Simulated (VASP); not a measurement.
# BeTe (F-43m) in VASP: notebook

BeTe is run at these levels: PBEsol, PBE; tasks: single point.

All numbers are computed with VASP 6.6.1; they aren't measurements. Logs are shortened: lines on timing, memory, paths and dates and some standing lists are left out, and cuts for length are marked.

## 1. The cell of the first run

It takes space group F-43m (No. 216, cubic). The conventional cell has a = 5.558 Å, b = 5.558 Å, c = 5.558 Å, α = 90.00°, β = 90.00°, γ = 90.00°. Within 3.2 Å of Be (site symmetry -43m) lie 4 Te at 2.41 Å. Te (site symmetry -43m) has 4 Be at 2.41 Å within 3.2 Å.

## 2. Single point, PBEsol (strained)

File INCAR:

```
SYSTEM = BeTe
  ALGO = Normal
  EDIFF = 1E-6
  ENCUT = 600
  GGA = PS
  GGA_COMPAT = .False.
  ISIF = 2
  ISMEAR = 0
  LASPH = .True.
  LCHARG = .False.
  LREAL = .False.
  LWAVE = .False.
  NBANDS = 11
  NELM = 120
  PREC = Accurate
  SIGMA = 0.02
```

File KPOINTS:

```
k-points
0
Gamma
  8 8 8
  0 0 0
```

File POSCAR:

```
BeTe
1.0
    0.0000000000      2.7788086000      2.7788086000
    2.7788086000      0.0000000000      2.7788086000
    2.7788086000      2.7788086000      0.0000000000
Be Te
1 1
Direct
    0.0000000000      0.0000000000      0.0000000000
    0.7500000000      0.7500000000      0.7500000000
```

Potentials or basis: VASP PAW PBE potentials, release 64 (Be, Te).

Run with:

```sh
$ cat potpaw_PBE.64/Be/POTCAR potpaw_PBE.64/Te/POTCAR > POTCAR
$ mpirun -np 1 vasp_std > vasp.out
```

OUTCAR:

```text
SYSTEM = BeTe
   EDIFF = 1E-6
   ENCUT = 600
   GGA = PS
   ISIF = 2
   ISMEAR = 0
   LASPH = .True.
   LREAL = .False.
   NELM = 120
   PREC = Accurate

 ion  position               nearest neighbor table
   1  0.000  0.000  0.000-   2 2.41   2 2.41   2 2.41   2 2.41
   2  0.750  0.750  0.750-   1 2.41   1 2.41   1 2.41   1 2.41

  LATTYP: Found a face centered cubic cell.
 ALAT       =     5.5576172000

  Lattice vectors:

 A1 = (   0.0000000000,   2.7788086000,   2.7788086000)
 A2 = (   2.7788086000,   0.0000000000,   2.7788086000)
 A3 = (   2.7788086000,   2.7788086000,   0.0000000000)

Analysis of symmetry for initial positions (statically):
=====================================================================
 Subroutine PRICEL returns:
 Original cell was already a primitive cell.

 Routine SETGRP: Setting up the symmetry group for a
 face centered cubic supercell.

 Subroutine GETGRP returns: Found 24 space group operations
 (whereof 24 operations were pure point group operations)
 out of a pool of 48 trial point group operations.

The static configuration has the point symmetry T_d .

Analysis of symmetry for dynamics (positions and initial velocities):
=====================================================================
 Subroutine PRICEL returns:
 Original cell was already a primitive cell.

 Routine SETGRP: Setting up the symmetry group for a
 face centered cubic supercell.

 Subroutine GETGRP returns: Found 24 space group operations
 (whereof 24 operations were pure point group operations)
 out of a pool of 48 trial point group operations.

The dynamic configuration has the point symmetry T_d .

 Subroutine INISYM returns: Found 24 space group operations
 (whereof 24 operations are pure point group operations),
 and found     1 'primitive' translations

----------------------------------------------------------------------------------------

                                     Primitive cell

  volume of cell :      42.9147

  direct lattice vectors                    reciprocal lattice vectors
     0.000000000  2.778808600  2.778808600    -0.179933227  0.179933227  0.179933227
     2.778808600  0.000000000  2.778808600     0.179933227 -0.179933227  0.179933227
     2.778808600  2.778808600  0.000000000     0.179933227  0.179933227 -0.179933227

  length of vectors
     3.929828809  3.929828809  3.929828809     0.311653492  0.311653492  0.311653492

  position of ions in fractional coordinates (direct lattice)
     0.000000000  0.000000000  0.000000000
     0.750000000  0.750000000  0.750000000

  ion indices of the primitive-cell ions
   primitive index   ion index
                 1           1
                 2           2

----------------------------------------------------------------------------------------

 KPOINTS: k-points

Automatic generation of k-mesh.
 Grid dimensions read from file:
 generate k-points for:    8    8    8

 Generating k-lattice:

  Cartesian coordinates                     Fractional coordinates (reciprocal lattice)
    -0.022491653  0.022491653  0.022491653     0.125000000  0.000000000  0.000000000
     0.022491653 -0.022491653  0.022491653     0.000000000  0.125000000  0.000000000
     0.022491653  0.022491653 -0.022491653     0.000000000  0.000000000  0.125000000

  Length of vectors
     0.038956686  0.038956686  0.038956686

  Shift w.r.t. Gamma in fractional coordinates (k-lattice)
     0.000000000  0.000000000  0.000000000

 Subroutine IBZKPT returns following result:
 ===========================================

 Found     29 irreducible k-points:

 Following reciprocal coordinates:
            Coordinates               Weight
  0.000000  0.000000  0.000000      1.000000
  0.125000  0.000000  0.000000      8.000000
  0.250000  0.000000  0.000000      8.000000
  0.375000  0.000000  0.000000      8.000000
  0.500000  0.000000  0.000000      4.000000
  0.125000  0.125000  0.000000      6.000000
[... 16 lines left out ...]
  0.500000  0.250000  0.125000     48.000000
 -0.375000  0.250000  0.125000     24.000000
 [... further k-points ...]
   k-points           NKPTS =     29   k-points in BZ     NKDIM =     29   number of bands    NBANDS=     11
   number of dos      NEDOS =    301   number of ions     NIONS =      2
   total plane-waves  NPLWV =  32768
   dimension x,y,z NGX =    32 NGY =   32 NGZ =   32
   dimension x,y,z NGXF=    64 NGYF=   64 NGZF=   64
   ions per type =               1   1
   NGX,Y,Z   is equivalent  to a cutoff of  13.54, 13.54, 13.54 a.u.
   NGXF,Y,Z  is equivalent  to a cutoff of  27.07, 27.07, 27.07 a.u.
 SYSTEM =  BeTe
   PREC   = accura    normal or accurate (medium, high low for compatibility)
   ISTART =      0    job   : 0-new  1-cont  2-samecut
   ICHARG =      2    charge: 1-file 2-atom 10-const
   ISPIN  =      1    spin polarized calculation?
   LNONCOLLINEAR =      F non collinear calculations
   LSORBIT =      F    spin-orbit coupling
   LASPH  =      T    aspherical Exc in radial PAW
   ENCUT  =  600.0 eV  44.10 Ry    6.64 a.u.   7.85  7.85  7.85*2*pi/ulx,y,z
   NELM   =    120;   NELMIN=  2; NELMDL= -5     # of ELM steps
   EDIFF  = 0.1E-05   stopping-criterion for ELM
   LREAL  =      F    real-space projection
   EDIFFG = 0.1E-04   stopping-criterion for IOM
   NSW    =      0    number of steps for IOM
   IBRION =     -1    ionic relax: 0-MD 1-quasi-New 2-CG
   NFREE  =      0    steps in history (QN), initial steepest desc. (CG)
   ISIF   =      2    stress and relaxation
   ISYM   =      2    0-nonsym 1-usesym 2-fastsym
   POTIM  = 0.5000    time-step for ionic-motion
   TEBEG  =    0.0;   TEEND  =   0.0 temperature during run
   PSTRESS=    0.0 pullay stress
   NELECT =       8.0000    total number of electrons
   NUPDOWN=      -1.0000    fix difference up-down
   EMIN   =  10.00;   EMAX   =-10.00  energy-range for DOS
   EFERMI =   0.00;   METHOD = LEGACY
   ISMEAR =     0;   SIGMA  =   0.02  broadening in eV -4-tet -1-fermi 0-gaus
   EFERMI_NEDOS =   21; number of points for ismear=-14 and -15
   IALGO  =     38    algorithm
   IMIX   =      4    mixing-type and parameters
     AMIX     =   0.40;   BMIX     =  1.00
     AMIX_MAG =   1.60;   BMIX_MAG =  1.00
  volume/ion in A,a.u.               =      21.46       144.80
  Fermi-wavevector in a.u.,A,eV,Ry     =   0.935196  1.767265 11.899553  0.874592
  Thomas-Fermi vector in A             =   2.062079
   LORBIT       =      0    0 simple, 1 ext, 2 COOP (PROOUT), +10 PAW based schemes
   GGA     = PS    functional components
   LHFCALC =     F    Hartree Fock is set to
   AEXX    =    0.0000 exact exchange contribution
   IVDW    =     0    specifies the selected vdW correction
   LEPSILON=     F    determine dielectric tensor
   LRPA    =     F    only Hartree local field effects (RPA)
 non-spin polarized calculation
 Gauss-broadening in eV      SIGMA  =   0.02
  energy-cutoff  :      600.00
  volume of cell :       42.91
 maximum number of plane-waves:      1459
   NGX = 15   NGY = 15   NGZ = 15

 number of electron       8.0000000 magnetization

 Free energy of the ion-electron system (eV)
  ---------------------------------------------------
  ext. energy  EPLUGINS =         0.00000000
  ---------------------------------------------------
  free energy    TOTEN  =        -8.20862363 eV

  energy without entropy =       -8.20862363  energy(sigma->0) =       -8.20862363

 E-fermi :   5.6023     XC(G=0):  -9.3603

 val. band max:        5.4579170371   @ k =   0.0000   0.0000   0.0000
 cond. band min:       7.2107266113   @ k =   0.5000   0.5000   0.0000
 fundamental gap:      1.7528095742
 Fermi energy:         5.6023186745

 k-point     1 :       0.0000    0.0000    0.0000
  band No.  band energies     occupation
      1      -7.1453      2.00000
      2       5.4579      2.00000
      3       5.4579      2.00000
      4       5.4579      2.00000
      5       9.0214      0.00000
      6       9.0214      0.00000
      7       9.0214      0.00000
      8       9.4820      0.00000
      9      13.7092      0.00000
     10      15.7849      0.00000
     11      15.7849      0.00000

 k-point     2 :       0.1250    0.0000    0.0000
  band No.  band energies     occupation
      1      -6.9885      2.00000
      2       4.0759      2.00000
      3       5.2037      2.00000
      4       5.2037      2.00000
      5       9.0191      0.00000
      6       9.3862      0.00000
      7       9.3862      0.00000
      8      10.7557      0.00000
      9      14.1245      0.00000
     10      14.7562      0.00000
     11      14.7562      0.00000

 k-point     3 :       0.2500    0.0000    0.0000
  band No.  band energies     occupation
      1      -6.5534      2.00000
      2       1.9728      2.00000
      3       4.7368      2.00000
      4       4.7368      2.00000
      5       8.8184      0.00000
      6       9.9296      0.00000
      7       9.9296      0.00000
      8      12.6324      0.00000
      9      14.4407      0.00000
     10      14.4751      0.00000
     11      14.4751      0.00000

 k-point     4 :       0.3750    0.0000    0.0000
  band No.  band energies     occupation
      1      -5.9919      2.00000
      2       0.3011      2.00000
      3       4.3819      2.00000
      4       4.3819      2.00000
      5       8.6570      0.00000
      6      10.0387      0.00000
      7      10.0387      0.00000
      8      13.1906      0.00000
      9      15.3530      0.00000
     10      15.5837      0.00000
     11      15.5837      0.00000
[... 239 lines left out ...]
 k-point    22 :       0.3750    0.2500    0.1250
  band No.  band energies     occupation
      1      -6.1920      2.00000
      2       1.7316      2.00000
      3       3.0572      2.00000
      4       4.1500      2.00000
      5       8.9808      0.00000
      6      10.4247      0.00000
      7      10.7446      0.00000
      8      11.8322      0.00000
      9      14.6223      0.00000
     10      16.0602      0.00000
     11      16.7358      0.00000

 k-point    23 :       0.5000    0.2500    0.1250
  band No.  band energies     occupation
      1      -5.6906      2.00000
      2       0.6062      2.00000
      3       2.5050      2.00000
      4       3.6601      2.00000
      5       9.4372      0.00000
      6      10.1436      0.00000
      7      11.4003      0.00000
      8      12.4580      0.00000
      9      15.3700      0.00000
     10      15.8903      0.00000
     11      17.7901      0.00000

 k-point    24 :      -0.3750    0.2500    0.1250
  band No.  band energies     occupation
      1      -5.4335      2.00000
      2       0.0718      2.00000
      3       2.3984      2.00000
      4       3.4203      2.00000
      5       9.5848      0.00000
      6       9.8417      0.00000
      7      12.2393      0.00000
      8      13.3033      0.00000
      9      13.9508      0.00000
     10      17.0819      0.00000
     11      17.4268      0.00000

 [... further k-points ...]

------------------------ aborting loop because EDIFF is reached ----------------------------------------

  FORCE on cell =-STRESS in cart. coord.  units (eV):
  Direction    XX          YY          ZZ          XY          YZ          ZX
  --------------------------------------------------------------------------------------
  -------------------------------------------------------------------------------------
  Total        0.5066627      0.5066627      0.5066627      0.0000000      0.0000000     -0.0000000
  in kB       18.9157535     18.9157535     18.9157535      0.0000000      0.0000000     -0.0000000
  external PRESSURE =      18.9157535 kB  Pullay stress =       0.0000000 kB

 VOLUME and BASIS-vectors are now :
 -----------------------------------------------------------------------------
  energy-cutoff  :      600.00
  volume of cell :       42.91
      direct lattice vectors                 reciprocal lattice vectors
     0.000000000  2.778808600  2.778808600    -0.179933227  0.179933227  0.179933227
     2.778808600  0.000000000  2.778808600     0.179933227 -0.179933227  0.179933227
     2.778808600  2.778808600  0.000000000     0.179933227  0.179933227 -0.179933227

 POSITION                                       TOTAL-FORCE (eV/Angst)
 -----------------------------------------------------------------------------------
      0.00000      0.00000      0.00000        -0.000000      0.000000     -0.000000
      4.16821      4.16821      4.16821         0.000000     -0.000000      0.000000
 -----------------------------------------------------------------------------------
    total drift:                               -0.000000     -0.000000     -0.000000

  FREE ENERGIE OF THE ION-ELECTRON SYSTEM (eV)
  ---------------------------------------------------
  free  energy   TOTEN  =        -8.2086236317 eV

  energy  without entropy=       -8.2086236317  energy(sigma->0) =       -8.20862363
```

Wall time 22 s (1 thread of Intel Xeon 8259CL, shared host); peak memory 0.18 GiB.

Results:

- Free energy: -8.2086 eV
- Pressure: 1.9 GPa
- Band gap on the k mesh: 1.75 eV, indirect (least direct gap 3.56 eV)

Levels at points of the mesh, in eV from the valence-band top:
```tsv
k point	band 1	band 2	band 3	band 4	band 5	band 6	band 7	band 8
(0.00, 0.00, 0.00)	-12.60	0.00	0.00	0.00	3.56	3.56	3.56	4.02
(0.50, 0.00, 0.00)	-11.15	-5.84	-1.20	-1.20	3.14	4.54	4.54	7.65
(0.50, 0.50, 0.00)	-10.62	-5.35	-2.81	-2.81	1.75	2.56	9.96	9.96
```

Caveat: the cell differs from its parent crystal (strained); the PAW data sets were made with another functional, which shifts forces and pressure a little; spin-orbit coupling is left out, which moves the levels of the heavy elements. A k mesh can miss the band edges.

## 3. Single point, PBE (functional PBE, strained)

File INCAR:

```
SYSTEM = BeTe
PREC = Accurate
ENCUT = 600
EDIFF = 1E-6
ISMEAR = 0
SIGMA = 0.02
LREAL = .FALSE.
LASPH = .TRUE.
NELM = 120
ALGO = Normal
ISIF = 2
LWAVE = .FALSE.
LCHARG = .TRUE.
GGA = PE
LELF = .TRUE.
LVHAR = .TRUE.
NBANDS = 11
GGA_COMPAT = .FALSE.
```

File KPOINTS:

```
regular mesh
0
G
  8 8 8
  0 0 0
```

File POSCAR:

```
BeTe
1.0
    0.0000000000      2.8699970000      2.8699970000
    2.8699970000      0.0000000000      2.8699970000
    2.8699970000      2.8699970000      0.0000000000
Be Te
1 1
Direct
    0.0000000000      0.0000000000      0.0000000000
    0.7500000000      0.7500000000      0.7500000000
```

Potentials or basis: VASP PAW PBE potentials, release 64 (Be, Te).

Run with:

```sh
$ cat potpaw_PBE.64/Be/POTCAR potpaw_PBE.64/Te/POTCAR > POTCAR
$ mpirun -np 1 vasp_std > vasp.out
```

OUTCAR:

```text
SYSTEM = BeTe
   PREC = Accurate
   ENCUT = 600
   EDIFF = 1E-6
   ISMEAR = 0
   LREAL = .FALSE.
   LASPH = .TRUE.
   NELM = 120
   ISIF = 2
   GGA = PE

 ion  position               nearest neighbor table
   1  0.000  0.000  0.000-   2 2.49   2 2.49   2 2.49   2 2.49
   2  0.750  0.750  0.750-   1 2.49   1 2.49   1 2.49   1 2.49

  LATTYP: Found a face centered cubic cell.
 ALAT       =     5.7399940000

  Lattice vectors:

 A1 = (   0.0000000000,   2.8699970000,   2.8699970000)
 A2 = (   2.8699970000,   0.0000000000,   2.8699970000)
 A3 = (   2.8699970000,   2.8699970000,   0.0000000000)

Analysis of symmetry for initial positions (statically):
=====================================================================
 Subroutine PRICEL returns:
 Original cell was already a primitive cell.

 Routine SETGRP: Setting up the symmetry group for a
 face centered cubic supercell.

 Subroutine GETGRP returns: Found 24 space group operations
 (whereof 24 operations were pure point group operations)
 out of a pool of 48 trial point group operations.

The static configuration has the point symmetry T_d .

Analysis of symmetry for dynamics (positions and initial velocities):
[... 171 lines left out ...]
      4       4.4769      2.00000
      5       7.8919      0.00000
      6       8.1292      0.00000
      7       8.1292      0.00000
      8       8.1292      0.00000
      9      12.7047      0.00000
     10      14.6023      0.00000
     11      14.6023      0.00000
[... 309 lines left out ...]
 k-point    24 :      -0.3750    0.2500    0.1250
  band No.  band energies     occupation
      1      -6.0380      2.00000
      2      -0.3218      2.00000
      3       1.7808      2.00000
      4       2.7316      2.00000
      5       8.6101      0.00000
      6       8.8658      0.00000
      7      10.9653      0.00000
      8      12.0368      0.00000
      9      12.8797      0.00000
     10      15.8576      0.00000
     11      16.2053      0.00000

 [... further k-points ...]

------------------------ aborting loop because EDIFF is reached ----------------------------------------

  FORCE on cell =-STRESS in cart. coord.  units (eV):
  Direction    XX          YY          ZZ          XY          YZ          ZX
  --------------------------------------------------------------------------------------
  -------------------------------------------------------------------------------------
  Total       -0.5822768     -0.5822768     -0.5822768     -0.0000000     -0.0000000      0.0000000
  in kB      -19.7317550    -19.7317550    -19.7317550     -0.0000000     -0.0000000      0.0000000
  external PRESSURE =     -19.7317550 kB  Pullay stress =       0.0000000 kB

 VOLUME and BASIS-vectors are now :
 -----------------------------------------------------------------------------
  energy-cutoff  :      600.00
  volume of cell :       47.28
      direct lattice vectors                 reciprocal lattice vectors
     0.000000000  2.869997000  2.869997000    -0.174216210  0.174216210  0.174216210
     2.869997000  0.000000000  2.869997000     0.174216210 -0.174216210  0.174216210
     2.869997000  2.869997000  0.000000000     0.174216210  0.174216210 -0.174216210

 POSITION                                       TOTAL-FORCE (eV/Angst)
 -----------------------------------------------------------------------------------
      0.00000      0.00000      0.00000        -0.000000     -0.000000     -0.000000
      4.30500      4.30500      4.30500         0.000000      0.000000      0.000000
 -----------------------------------------------------------------------------------
    total drift:                               -0.000000     -0.000000     -0.000000

  FREE ENERGIE OF THE ION-ELECTRON SYSTEM (eV)
  ---------------------------------------------------
  free  energy   TOTEN  =        -7.6134459377 eV

  energy  without entropy=       -7.6134459377  energy(sigma->0) =       -7.61344594
```

OSZICAR:

```text
N       E                     dE             d eps       ncg     rms          rms(c)
DAV:   1     0.212745100051E+02    0.21275E+02   -0.34747E+03   638   0.645E+02
DAV:   2    -0.631422849337E+01   -0.27589E+02   -0.26393E+02   813   0.952E+01
DAV:   3    -0.769372299486E+01   -0.13795E+01   -0.13760E+01   882   0.229E+01
DAV:   4    -0.770630226398E+01   -0.12579E-01   -0.12577E-01   756   0.235E+00
DAV:   5    -0.770654357783E+01   -0.24131E-03   -0.24131E-03   812   0.332E-01    0.379E+00
DAV:   6    -0.763491242854E+01    0.71631E-01   -0.78930E-02   731   0.113E+00    0.229E+00
DAV:   7    -0.761236139596E+01    0.22551E-01   -0.79816E-02   733   0.124E+00    0.377E-01
DAV:   8    -0.761313665516E+01   -0.77526E-03   -0.50426E-03   737   0.403E-01    0.662E-02
DAV:   9    -0.761338063729E+01   -0.24398E-03   -0.28688E-04   749   0.100E-01    0.250E-02
DAV:  10    -0.761344098785E+01   -0.60351E-04   -0.73186E-05   744   0.439E-02    0.135E-02
DAV:  11    -0.761344410992E+01   -0.31221E-05   -0.27612E-06   790   0.100E-02    0.732E-03
DAV:  12    -0.761344590104E+01   -0.17911E-05   -0.36669E-06   707   0.107E-02    0.288E-03
DAV:  13    -0.761344593770E+01   -0.36657E-07   -0.20257E-08   456   0.105E-03
   1 F= -.76134459E+01 E0= -.76134459E+01  d E =-.981538E-12
```

stdout:

```text
POSCAR found type information on POSCAR BeTe
 POSCAR found :  2 types and       2 ions
 scaLAPACK will be used
 LDA part: xc-table for (Slater+PW92), standard interpolation
 POSCAR, INCAR and KPOINTS ok, starting setup
 FFT: planning ... GRIDC
 FFT: planning ... GRID_SOFT
 FFT: planning ... GRID
 WAVECAR not read
 entering main loop
```

Wall time 28 s (1 thread of Intel Xeon 8259CL, shared host); peak memory 0.18 GiB.

What came out:

```
Free energy            : -7.6134 eV
Pressure               : -2.0 GPa
Band gap on the k mesh : 2.11 eV, indirect (least direct gap 3.42 eV)
```

Caveat: the cell differs from its parent crystal (functional PBE, strained); spin-orbit coupling is left out, which moves the levels of the heavy elements. A k mesh can miss the band edges.
